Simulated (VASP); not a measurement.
# V in VASP: further runs

V is run at these levels: PBE; tasks: single point.

All numbers are computed with VASP 6.6.1; they aren't measurements. Logs are shortened: lines on timing, memory, paths and dates and some standing lists are left out, and cuts for length are marked.

## Step 1: The cell of the first run

Symmetry: R-3m, No. 166, trigonal system. Conventional cell: a = 4.363 Å, b = 4.363 Å, c = 2.449 Å, α = 90.00°, β = 90.00°, γ = 120.00°. Within 3.2 Å of V (site symmetry -3m) lie 14 V at 2.45 to 3.00 Å.

## Step 2: Single point, PBE, collinear spin, ferromagnetic start

Input file INCAR:

```
SYSTEM = V
PREC = Accurate
ENCUT = 520
EDIFF = 1E-7
ISMEAR = 0
SIGMA = 0.1
LREAL = .False.
LASPH = .True.
NELM = 150
ALGO = Fast
ISIF = 2
LWAVE = .False.
LCHARG = .False.
ISPIN = 2
MAGMOM = 2
LORBIT = 11
LMAXMIX = 4
GGA = PE
NBANDS = 16
```

Input file KPOINTS:

```
Automatic mesh
0
Gamma
  12 12 12
  0 0 0
```

Input file POSCAR:

```
V
1.0
    2.1815497093      1.2595183119      0.8162677457
   -2.1815497093      1.2595183119      0.8162677457
    0.0000000000     -2.5190366238      0.8162677457
V
1
Direct
    0.0000000000      0.0000000000      0.0000000000
```

Potentials or basis: VASP PAW PBE potentials, release 64 (V_sv).

Launch:

```console
$ cat potpaw_PBE.64/V_sv/POTCAR > POTCAR
$ mpirun -np 1 vasp_std > vasp.out
```

OUTCAR:

```text
SYSTEM = V
   PREC = Accurate
   ENCUT = 520
   EDIFF = 1E-7
   ISMEAR = 0
   LREAL = .False.
   LASPH = .True.
   NELM = 150
   ISIF = 2
   ISPIN = 2
   LORBIT = 11
   GGA = PE

 ion  position               nearest neighbor table
   1  0.000  0.000  0.000-

  LATTYP: Found a trigonal (rhomboedric) cell.
 ALAT       =     2.6479876406
 COS(alpha) =    -0.3574639814

  Lattice vectors:

 A1 = (   2.1815497093,   1.2595183119,   0.8162677457)
 A2 = (  -2.1815497093,   1.2595183119,   0.8162677457)
 A3 = (   0.0000000000,  -2.5190366238,   0.8162677457)

Analysis of symmetry for initial positions (statically):
=====================================================================
 Subroutine PRICEL returns:
 Original cell was already a primitive cell.

 Routine SETGRP: Setting up the symmetry group for a
 trigonal (rhombohedral) supercell.

 Subroutine GETGRP returns: Found 12 space group operations
 (whereof 12 operations were pure point group operations)
 out of a pool of 12 trial point group operations.

The static configuration has the point symmetry D_3d.

Analysis of symmetry for dynamics (positions and initial velocities):
=====================================================================
 Subroutine PRICEL returns:
 Original cell was already a primitive cell.

 Routine SETGRP: Setting up the symmetry group for a
 trigonal (rhombohedral) supercell.

 Subroutine GETGRP returns: Found 12 space group operations
 (whereof 12 operations were pure point group operations)
 out of a pool of 12 trial point group operations.

The dynamic configuration has the point symmetry D_3d.

Analysis of structural, dynamic, and magnetic symmetry:
=====================================================================
 Subroutine PRICEL returns:
 Original cell was already a primitive cell.

 Routine SETGRP: Setting up the symmetry group for a
 trigonal (rhombohedral) supercell.

 Subroutine GETGRP returns: Found 12 space group operations
 (whereof 12 operations were pure point group operations)
 out of a pool of 12 trial point group operations.

The overall configuration has the point symmetry D_3d.

 Subroutine INISYM returns: Found 12 space group operations
 (whereof 12 operations are pure point group operations),
 and found     1 'primitive' translations

----------------------------------------------------------------------------------------

                                     Primitive cell

  volume of cell :      13.4572

  direct lattice vectors                    reciprocal lattice vectors
     2.181549709  1.259518312  0.816267746     0.229194869  0.132325719  0.408362740
    -2.181549709  1.259518312  0.816267746    -0.229194869  0.132325719  0.408362740
     0.000000000 -2.519036624  0.816267746     0.000000000 -0.264651439  0.408362740

  length of vectors
     2.647987641  2.647987641  2.647987641     0.486621528  0.486621528  0.486621528

  position of ions in fractional coordinates (direct lattice)
     0.000000000  0.000000000  0.000000000

  ion indices of the primitive-cell ions
   primitive index   ion index
                 1           1

----------------------------------------------------------------------------------------

 KPOINTS: Automatic mesh

Automatic generation of k-mesh.
 Grid dimensions read from file:
 generate k-points for:   12   12   12

 Generating k-lattice:

  Cartesian coordinates                     Fractional coordinates (reciprocal lattice)
     0.019099572  0.011027143  0.034030228     0.083333333  0.000000000  0.000000000
    -0.019099572  0.011027143  0.034030228     0.000000000  0.083333333  0.000000000
     0.000000000 -0.022054287  0.034030228     0.000000000  0.000000000  0.083333333

  Length of vectors
     0.040551794  0.040551794  0.040551794

  Shift w.r.t. Gamma in fractional coordinates (k-lattice)
     0.000000000  0.000000000  0.000000000

 Subroutine IBZKPT returns following result:
 ===========================================

 Found    189 irreducible k-points:

 Following reciprocal coordinates:
            Coordinates               Weight
  0.000000  0.000000  0.000000      1.000000
  0.083333 -0.000000 -0.000000      6.000000
  0.166667 -0.000000 -0.000000      6.000000
  0.250000  0.000000  0.000000      6.000000
  0.333333  0.000000 -0.000000      6.000000
  0.416667  0.000000  0.000000      6.000000
[... 16 lines left out ...]
  0.500000  0.166667 -0.000000     12.000000
 -0.416667  0.166667 -0.000000     12.000000
 [... further k-points ...]
   k-points           NKPTS =    189   k-points in BZ     NKDIM =    189   number of bands    NBANDS=     16
   number of dos      NEDOS =    301   number of ions     NIONS =      1
   total plane-waves  NPLWV =   8000
   dimension x,y,z NGX =    20 NGY =   20 NGZ =   20
   dimension x,y,z NGXF=    40 NGYF=   40 NGZF=   40
   ions per type =               1
   NGX,Y,Z   is equivalent  to a cutoff of  12.56, 12.56, 12.56 a.u.
   NGXF,Y,Z  is equivalent  to a cutoff of  25.11, 25.11, 25.11 a.u.
 SYSTEM =  V
   PREC   = accura    normal or accurate (medium, high low for compatibility)
   ISTART =      0    job   : 0-new  1-cont  2-samecut
   ICHARG =      2    charge: 1-file 2-atom 10-const
   ISPIN  =      2    spin polarized calculation?
   LNONCOLLINEAR =      F non collinear calculations
   LSORBIT =      F    spin-orbit coupling
   LASPH  =      T    aspherical Exc in radial PAW
   ENCUT  =  520.0 eV  38.22 Ry    6.18 a.u.   4.92  4.92  4.92*2*pi/ulx,y,z
   NELM   =    150;   NELMIN=  2; NELMDL= -5     # of ELM steps
   EDIFF  = 0.1E-06   stopping-criterion for ELM
   LREAL  =      F    real-space projection
   EDIFFG = 0.1E-05   stopping-criterion for IOM
   NSW    =      0    number of steps for IOM
   IBRION =     -1    ionic relax: 0-MD 1-quasi-New 2-CG
   NFREE  =      0    steps in history (QN), initial steepest desc. (CG)
   ISIF   =      2    stress and relaxation
   ISYM   =      2    0-nonsym 1-usesym 2-fastsym
   POTIM  = 0.5000    time-step for ionic-motion
   TEBEG  =    0.0;   TEEND  =   0.0 temperature during run
   PSTRESS=    0.0 pullay stress
   NELECT =      13.0000    total number of electrons
   NUPDOWN=      -1.0000    fix difference up-down
   EMIN   =  10.00;   EMAX   =-10.00  energy-range for DOS
   EFERMI =   0.00;   METHOD = LEGACY
   ISMEAR =     0;   SIGMA  =   0.10  broadening in eV -4-tet -1-fermi 0-gaus
   EFERMI_NEDOS =   21; number of points for ismear=-14 and -15
   IALGO  =     68    algorithm
   IMIX   =      4    mixing-type and parameters
     AMIX     =   0.40;   BMIX     =  1.00
     AMIX_MAG =   1.60;   BMIX_MAG =  1.00
  volume/ion in A,a.u.               =      13.46        90.81
  Fermi-wavevector in a.u.,A,eV,Ry     =   1.618346  3.058231 35.634266  2.619045
  Thomas-Fermi vector in A             =   2.712624
   LORBIT       =     11    0 simple, 1 ext, 2 COOP (PROOUT), +10 PAW based schemes
   GGA     = PE    functional components
   LHFCALC =     F    Hartree Fock is set to
   AEXX    =    0.0000 exact exchange contribution
   IVDW    =     0    specifies the selected vdW correction
   LEPSILON=     F    determine dielectric tensor
   LRPA    =     F    only Hartree local field effects (RPA)
 spin polarized calculation
 RMM-DIIS sequential band-by-band and
 Gauss-broadening in eV      SIGMA  =   0.10
  energy-cutoff  :      520.00
  volume of cell :       13.46
 maximum number of plane-waves:       372
   NGX =  9   NGY =  9   NGZ =  9

 number of electron      13.0000009 magnetization      -0.0000577

 number of electron      13.0000009 magnetization       0.0002335

 Free energy of the ion-electron system (eV)
  ---------------------------------------------------
  ext. energy  EPLUGINS =         0.00000000
  ---------------------------------------------------
  free energy    TOTEN  =        -8.99260730 eV

  energy without entropy =       -8.98438067  energy(sigma->0) =       -8.98849399

 E-fermi :   9.7335     XC(G=0): -12.9022

 val. band max:        9.7319527842   @ k =  -0.1667   0.2500   0.1667
 cond. band min:       9.7361516049   @ k =  -0.1667  -0.3333   0.0833
 fundamental gap:      0.0041988207
 Fermi energy:         9.7334867622

 spin component 1

 k-point     1 :       0.0000    0.0000    0.0000
  band No.  band energies     occupation
      1     -54.0002      1.00000
      2     -27.3742      1.00000
      3     -27.3742      1.00000
      4     -27.0963      1.00000
      5       3.1411      1.00000
      6       9.4997      0.99953
[... 8 lines left out ...]
     15      36.8664      0.00000
     16      41.5118      0.00000
[... 419 lines left out ...]
 k-point    24 :      -0.4167    0.1667   -0.0000
  band No.  band energies     occupation
      1     -53.8182      1.00000
      2     -27.9272      1.00000
      3     -27.5645      1.00000
      4     -27.4223      1.00000
      5       6.8036      1.00000
      6       8.9056      1.00000
[... 8 lines left out ...]
     15      36.3462      0.00000
     16      40.4417      0.00000

 [... further k-points ...]

 spin component 2

 k-point     1 :       0.0000    0.0000    0.0000
  band No.  band energies     occupation
      1     -54.0000      1.00000
      2     -27.3741      1.00000
      3     -27.3741      1.00000
      4     -27.0961      1.00000
      5       3.1413      1.00000
      6       9.4999      0.99952
[... 8 lines left out ...]
     15      36.8665      0.00000
     16      41.5119      0.00000
[... 419 lines left out ...]
 k-point    24 :      -0.4167    0.1667   -0.0000
  band No.  band energies     occupation
      1     -53.8180      1.00000
      2     -27.9270      1.00000
      3     -27.5644      1.00000
      4     -27.4221      1.00000
      5       6.8038      1.00000
      6       8.9058      1.00000
[... 8 lines left out ...]
     15      36.3464      0.00000
     16      40.4423      0.00000

 [... further k-points ...]

------------------------ aborting loop because EDIFF is reached ----------------------------------------

  FORCE on cell =-STRESS in cart. coord.  units (eV):
  Direction    XX          YY          ZZ          XY          YZ          ZX
  --------------------------------------------------------------------------------------
  -------------------------------------------------------------------------------------
  Total        0.0395102      0.0395102      0.0415176     -0.0000000     -0.0000000      0.0000000
  in kB        4.7039912      4.7039912      4.9429888     -0.0000000     -0.0000000      0.0000000
  external PRESSURE =       4.7836570 kB  Pullay stress =       0.0000000 kB

 VOLUME and BASIS-vectors are now :
 -----------------------------------------------------------------------------
  energy-cutoff  :      520.00
  volume of cell :       13.46
      direct lattice vectors                 reciprocal lattice vectors
     2.181549709  1.259518312  0.816267746     0.229194869  0.132325719  0.408362740
    -2.181549709  1.259518312  0.816267746    -0.229194869  0.132325719  0.408362740
     0.000000000 -2.519036624  0.816267746     0.000000000 -0.264651439  0.408362740

 POSITION                                       TOTAL-FORCE (eV/Angst)
 -----------------------------------------------------------------------------------
      0.00000      0.00000      0.00000         0.000000      0.000000     -0.000000
 -----------------------------------------------------------------------------------
    total drift:                               -0.000000      0.000000     -0.000000

  FREE ENERGIE OF THE ION-ELECTRON SYSTEM (eV)
  ---------------------------------------------------
  free  energy   TOTEN  =        -8.9926073013 eV

  energy  without entropy=       -8.9843806728  energy(sigma->0) =       -8.98849399

 total charge

# of ion       s       p       d       tot
------------------------------------------
    1        2.341   6.221   3.105  11.667

 magnetization (x)

# of ion       s       p       d       tot
------------------------------------------
    1        0.000   0.000   0.000   0.000
```

Run time: 46 s. Hardware: 1 thread of AMD EPYC 9R45 (Zen 5), shared host; peak memory 0.14 GiB.

What came out:

```
Free energy                                           : -8.9926 eV
Pressure                                              : 0.5 GPa
Net moment                                            : 0.00 μB per cell
Valence electrons inside the program's atomic spheres : V 11.67
```

## Step 3: Single point, PBE

This run uses another cell than the first one: it holds 6 atoms, not 1.

Input file INCAR:

```
  PREC = Accurate
  ENCUT = 520
  EDIFF = 1E-7
  ISMEAR = 0
  SIGMA = 0.1
  LREAL = F
  LASPH = T
  NELM = 100
  ALGO = Fast
  ISIF = 2
  LWAVE = F
  LCHARG = F
  GGA = PE
  NBANDS = 48
```

Input file KPOINTS:

```
regular mesh
0
Gamma
  4 4 4
```

Input file POSCAR:

```
V
1.0
    3.4922704273     -2.1813504314      0.1573785684
    3.4922704273      2.1813504314      0.1573785684
    0.0388875802      0.0000000000      5.3016266525
V
6
Direct
    0.0000000000      0.0000000000      0.0000000000
    0.0000000000      0.0000000000      0.5000000000
    0.6666619372      0.6666542796      0.6666753682
    0.3333380628      0.3333457204      0.3333246318
    0.3333457204      0.3333380628      0.8333246318
    0.6666542796      0.6666619372      0.1666753682
```

Potentials or basis: VASP PAW PBE potentials, release 64 (V_sv).

Launch:

```console
$ cat potpaw_PBE.64/V_sv/POTCAR > POTCAR
$ mpirun -np 1 vasp_std > vasp.out
```

It took 80 s on 1 thread of AMD EPYC 9R45 (Zen 5), shared host; peak memory 0.19 GiB.

The run converged. Its results:

| Quantity | Value |
| --- | --- |
| Free energy | -53.9928 eV |
| Pressure | 0.3 GPa |
| Band gap on the k mesh | zero (bands 39 and 40 overlap by 0.74 eV) |

Stress tensor (GPa, compression positive):
```
 0.36  0.00 -0.06
 0.00  0.23  0.00
-0.06  0.00  0.19
```

Levels at points of the mesh, in eV from the Fermi level:
```tsv
k point	band 35	band 36	band 37	band 38	band 39	band 40	band 41	band 42	band 43	band 44
(0.00, 0.00, 0.00)	-1.20	-1.04	-1.04	-0.46	-0.46	-0.22	0.62	0.63	2.52	2.54
(0.50, 0.00, 0.00)	-0.52	-0.52	-0.34	-0.34	-0.04	-0.04	1.18	1.83	1.83	2.16
(0.50, 0.50, 0.00)	-0.40	-0.40	-0.18	-0.18	-0.14	-0.14	1.18	1.69	1.69	2.21
(0.00, 0.00, 0.50)	-0.74	-0.74	-0.47	-0.47	-0.16	-0.16	0.78	0.78	1.76	1.76
(0.50, 0.00, 0.50)	-0.63	-0.63	-0.55	-0.55	-0.34	-0.34	0.87	0.87	0.92	0.92
(0.50, 0.50, 0.50)	-0.75	-0.75	-0.55	-0.55	-0.35	-0.35	0.86	0.86	0.91	0.91
```

Caveat: the k points lie up to 0.42 Å⁻¹ apart, too coarse for converged energies and pressures of a metal.

## Step 4: Single point, PBE

Input file INCAR:

```
SYSTEM = V
  ALGO = Fast
  EDIFF = 1E-6
  ENCUT = 520
  GGA = PE
  ISIF = 2
  ISMEAR = 0
  LASPH = .True.
  LCHARG = .False.
  LREAL = .False.
  LWAVE = .False.
  NBANDS = 12
  NELM = 60
  PREC = Accurate
  SIGMA = 0.1
```

Input file KPOINTS:

```
k-points
0
Gamma
  24 24 24
  0 0 0
```

Input file POSCAR:

```
V
1.0
    2.1191805306      1.2235094498      0.8648846550
   -2.1191805306      1.2235094498      0.8648846550
    0.0000000000     -2.4470188996      0.8648846550
V
1
Direct
    0.0000000000      0.0000000000      0.0000000000
```

Launch:

```console
$ cat potpaw_PBE.64/V_sv/POTCAR > POTCAR
$ mpirun -np 1 vasp_std > vasp.out
```

Wall time 97 s (1 thread of AMD EPYC 9R45 (Zen 5), shared host); peak memory 0.27 GiB.

The run converged. Its results:

* Free energy: -8.9963 eV
* Pressure: 0.4 GPa
* Band gap on the k mesh: zero (an odd number of electrons rules out a gap without spin polarisation)

Levels at points of the mesh, in eV from the Fermi level:
| k point | band 4 | band 5 | band 6 | band 7 | band 8 | band 9 | band 10 | band 11 |
| --- | --- | --- | --- | --- | --- | --- | --- | --- |
| (0.00, 0.00, 0.00) | -37.02 | -6.59 | 0.41 | 0.41 | 0.41 | 2.43 | 2.43 | 20.49 |
| (0.50, 0.00, 0.00) | -37.02 | -3.17 | -1.13 | 1.65 | 2.43 | 2.79 | 4.12 | 10.19 |
| (0.50, 0.50, 0.00) | -37.02 | -3.17 | -1.13 | 1.64 | 2.43 | 2.79 | 4.12 | 10.18 |
| (0.50, 0.50, 0.50) | -37.63 | -3.00 | -3.00 | 3.73 | 3.73 | 3.73 | 10.21 | 10.21 |

## Step 5: Overview

```tsv
spin	cell	k mesh	further INCAR settings	gap on the mesh (eV)	pressure (GPa)
collinear, ferromagnetic start	a = 2.648 Å, angles 110.9°, 1 atom, atomic positions A	12 × 12 × 12	ALGO = Fast; EDIFF = 1e-07; NBANDS = 16	none	0.5
off	a = 4.121, b = 4.121, c = 5.302 Å, angles 87.5, 87.5, 63.9°, 6 atoms, atomic positions B	4 × 4 × 4	ALGO = Fast; EDIFF = 1e-07; NBANDS = 48	none	0.3
off	a = 2.595 Å, angles 109.5°, 1 atom, atomic positions A	24 × 24 × 24	ALGO = Fast; EDIFF = 1e-06; NBANDS = 12	none	0.4
```

Alike in all rows: task single point; level PBE; potentials or basis VASP PAW PBE potentials, release 64 (V_sv); cutoff (eV) 520; smearing gaussian 0.1 eV.

Caveats: some runs use coarse meshes.

Total energies depend on the potentials used, so only differences within one code and one set of settings carry meaning.
